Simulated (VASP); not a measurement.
Input of a VASP 6.6.1 run:

The input INCAR:

```
PREC = Accurate
ENCUT = 520
EDIFF = 1E-6
ISMEAR = 0
SIGMA = 0.15
LREAL = F
LASPH = T
NELM = 100
ALGO = Fast
ISIF = 2
LWAVE = F
LCHARG = F
GGA = PS
NBANDS = 19
```

The input KPOINTS:

```
Automatic mesh
0
Gamma
  18 18 10
```

Contents of POSCAR:

```
Zr
1.0
    3.2319982225      0.0000000000      0.0000000000
   -1.6159991112      2.7989925657      0.0000000000
    0.0000000000      0.0000000000      5.1470000000
Zr
2
Direct
    0.3869240437      0.7738480875      0.1917136196
    0.6666666667      0.3333333333      0.7500000000
```

Potentials or basis: VASP PAW PBE potentials, release 64 (Zr_sv).

Command:

```bash
$ cat potpaw_PBE.64/Zr_sv/POTCAR > POTCAR
$ mpirun -np 1 vasp_std > vasp.out
```

**Question.** Estimate the band gap on the k mesh.

**Answer.** Zero (bands 12 and 13 overlap by 1.21 eV).

**Question.** Predict the largest force.

**Answer.** 1.582 eV/Å.

Stress tensor (GPa, compression positive):
```
-4.80  0.00  0.00
 0.00  0.81 -0.74
 0.00 -0.74  1.81
```

Caveat: the cell differs from its parent crystal (atom 1 (Zr) moved by (+0.300, -0.300) A along y and z); the stress differs along the axes, from -5 to 2 GPa; the PAW data sets were made with another functional, which shifts forces and pressure a little.
